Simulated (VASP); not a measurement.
A run of VASP 6.6.1 is set up as follows.

INCAR

```
PREC     = Accurate       # precision mode
ENCUT    = 600            # plane-wave cutoff, eV
EDIFF    = 1E-7           # SCF threshold, eV
ISMEAR   = 0              # smearing method
SIGMA    = 0.02           # smearing width, eV
LREAL    = F              # projectors in reciprocal space
LASPH    = T              # aspherical terms in the spheres
NELM     = 80             # most SCF steps
ALGO     = Normal         # electronic algorithm
ISIF     = 3              # what is computed and relaxed
LWAVE    = F              # write WAVECAR
LCHARG   = F              # write CHGCAR
GGA      = PE             # functional
IBRION   = 2              # ionic algorithm
NSW      = 100            # ionic steps
EDIFFG   = -0.01          # ionic threshold
```

File KPOINTS:

```
regular mesh
0
Gamma
  8 8 8
```

File POSCAR:

```
GaN
1.0
    3.7581709507      0.0000000000      0.0000000000
    0.0000000000      3.7581709507      0.0000000000
    0.0000000000      0.0000000000      3.7855401528
Ga N
2 2
Direct
    0.0000000000      0.0000000000      0.5000000000
    0.5000000000      0.5000000000      0.5000000000
    0.5000000000      0.0000000000      0.6810684034
    0.0000000000      0.5000000000      0.3189315966
```

Potentials or basis: VASP PAW PBE potentials, release 64 (Ga_d, N).

The run is started by

```bash
$ cat potpaw_PBE.64/Ga_d/POTCAR potpaw_PBE.64/N/POTCAR > POTCAR
$ mpirun -np 1 vasp_std > vasp.out
```

Question: What does it give for the band gap on the k mesh?

Answer: 0.78 eV, indirect (least direct gap 1.44 eV).

Question: Estimate the space group after relaxing (to 0.05 Å).

Answer: P4/nmm (No. 129).

Final structure:
```yaml
crystal:
  lattice:
    - [3.76046, 0.00000, 0.00000]
    - [0.00000, 3.76046, 0.00000]
    - [0.00000, 0.00000, 3.78642]
  atoms:
    - { symbol: Ga, position: [0.00000, 0.00000, 0.50000] }
    - { symbol: Ga, position: [0.50000, 0.50000, 0.50000] }
    - { symbol: N, position: [0.50000, 0.00000, 0.68115] }
    - { symbol: N, position: [0.00000, 0.50000, 0.31885] }
```

A k mesh can miss the band edges. As with any semilocal functional, this PBE gap is likely too small.
